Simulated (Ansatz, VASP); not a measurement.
## One calculation of KPt, two programs

The input INCAR:

```
SYSTEM = KPt
PREC = Accurate
ENCUT = 520
EDIFF = 1E-7
ISMEAR = 0
SIGMA = 0.1
LREAL = .False.
LASPH = .True.
NELM = 80
ALGO = Normal
ISIF = 2
LWAVE = .False.
LCHARG = .True.
GGA = PE
LELF = .True.
LVHAR = .True.
NBANDS = 16
```

Contents of KPOINTS:

```
Automatic mesh
0
Gamma
  6 6 6
  0 0 0
```

Contents of POSCAR:

```
KPt
1.0
    3.7620670092      0.0000000000      0.0000000000
    0.0000000000      3.7620670092      0.0000000000
    0.0000000000      0.0000000000      3.7620670092
K Pt
1 1
Direct
    0.0000000000      0.0000000000      0.0000000000
    0.5000000000      0.5000000000      0.5000000000
```

Input for Ansatz:

```yaml
crystal:
  lattice:
    - [3.7620670092, 0.0, 0.0]
    - [0.0, 3.7620670092, 0.0]
    - [0.0, 0.0, 3.7620670092]
  atoms:
    - { symbol: K, position: [0.0, 0.0, 0.0] }
    - { symbol: Pt, position: [0.5, 0.5, 0.5] }
basis:
  ecutwfc: 420
kpoints:
  mp_grid: { grid: [6, 6, 6] }
hamiltonian:
  xc: pbe
scf:
  occupations: { method: gaussian, width: 0.1 }
  lower_state_search: "off"
output:
  forces: true
  stress: true
  eigenvalues: true
```

Alike in both runs: task single point; functional PBE; k mesh 6 × 6 × 6; occupations gaussian, width 0.1 eV; no spin polarisation.

|  | VASP | Ansatz |
| --- | --- | --- |
| version | VASP 6.6.1 | Ansatz 0.2.0 |
| potentials or method | VASP PAW PBE potentials, release 64 (K_sv, Pt), cutoff 520 eV | scalar-relativistic, plane waves, PAW |
| valence electrons in the cell | 19 | 27 |

|  | VASP | Ansatz | Ansatz less VASP |
| --- | --- | --- | --- |
| gap on the k mesh at the Fermi level (eV) | none | none | - |
| pressure (GPa) | -1.0 | -1.0 | -0.08 |

A gap of «none» marks a metal or a gap that the smearing closes. VASP's potentials hold 19 valence electrons a cell and Ansatz's 27, so a difference there can come from the potentials and not from the codes.

Neither program's run includes spin-orbit coupling.
